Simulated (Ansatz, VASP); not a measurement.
One calculation of TaPbO4, two programs

INCAR

```
SYSTEM = TaPbO4
PREC = Accurate
ENCUT = 600
EDIFF = 1E-6
ISMEAR = 0
SIGMA = 0.1
LREAL = .FALSE.
LASPH = .TRUE.
NELM = 200
ALGO = Normal
ISIF = 2
LWAVE = .FALSE.
LCHARG = .TRUE.
ISPIN = 2
MAGMOM = 1 0 0 0 0 0
LORBIT = 11
LMAXMIX = 4
GGA = PE
LELF = .TRUE.
LVHAR = .TRUE.
NBANDS = 38
GGA_COMPAT = .FALSE.
```

The input KPOINTS:

```
Automatic mesh
0
G
  4 4 4
  0 0 0
```

The input POSCAR:

```
TaPbO4
1.0
    0.0000000000      3.5387036600      3.5387036600
    3.5387036600      0.0000000000      3.5387036600
    3.5387036600      3.5387036600      0.0000000000
Ta Pb O
1 1 4
Direct
    0.7500000000      0.7500000000      0.7500000000
    0.0000000000      0.0000000000      0.0000000000
    0.8746970000      0.3751010000      0.3751010000
    0.3751010000      0.3751010000      0.3751010000
    0.3751010000      0.8746970000      0.3751010000
    0.3751010000      0.3751010000      0.8746970000
```

Input for Ansatz:

```yaml
crystal:
  lattice:
    - [0.0, 3.53870366, 3.53870366]
    - [3.53870366, 0.0, 3.53870366]
    - [3.53870366, 3.53870366, 0.0]
  atoms:
    - { symbol: Ta, position: [0.75, 0.75, 0.75], spin: 1.0 }
    - { symbol: Pb, position: [0.0, 0.0, 0.0] }
    - { symbol: O, position: [0.874697, 0.375101, 0.375101] }
    - { symbol: O, position: [0.375101, 0.375101, 0.375101] }
    - { symbol: O, position: [0.375101, 0.874697, 0.375101] }
    - { symbol: O, position: [0.375101, 0.375101, 0.874697] }
basis:
  ecutwfc: 420
kpoints:
  mp_grid: { grid: [4, 4, 4] }
hamiltonian:
  xc: pbe
scf:
  occupations: { method: gaussian, width: 0.1 }
  lower_state_search: "off"
output:
  forces: true
  stress: true
  eigenvalues: true
  populations: true
magnetization:
  spin_polarized: true
```

Change from the starting cell: species swapped into the ZrTaCo4 type (F-43m, No. 216).

Alike in both runs: task single point; functional PBE; k mesh 4 × 4 × 4; occupations gaussian, width 0.1 eV; collinear spin.

|  | VASP | Ansatz |
| --- | --- | --- |
| version | VASP 6.6.1 | Ansatz 0.2.0 |
| potentials or method | VASP PAW PBE potentials, release 64 (Ta_pv, Pb_d, O), cutoff 600 eV | scalar-relativistic, plane waves, PAW |
| valence electrons in the cell | 49 | 51 |

Ansatz gave:

| Property | Result |
| --- | --- |
| gap on the k mesh at the Fermi level (eV) | none |
| pressure (GPa) | -16.6 |
| rms of the force components (eV/Å) | 0.100 |
| net moment per atom (μB) | 0.25 |
| size of the moment on the site where the two differ most (μB) | 1.25 |

Task: What did VASP give for the same quantities?

Result: gap on the k mesh at the Fermi level (eV): none; pressure (GPa): -20.3; rms of the force components (eV/Å): 0.120; net moment per atom (μB): 0.00; size of the moment on the site where the two differ most (μB): 0.00.

The net moments are unlike, so the other rows may belong to different states. Site moments also hang on the region over which each program counts them. Atom by atom the forces differ by 0.020 eV/Å (rms over components). A gap of «none» marks a metal or a gap that the smearing closes. VASP's potentials hold 49 valence electrons a cell and Ansatz's 51, so a difference there can come from the potentials and not from the codes.

The k mesh is coarse, so the values compare programs but aren't converged. Neither program's run includes spin-orbit coupling.
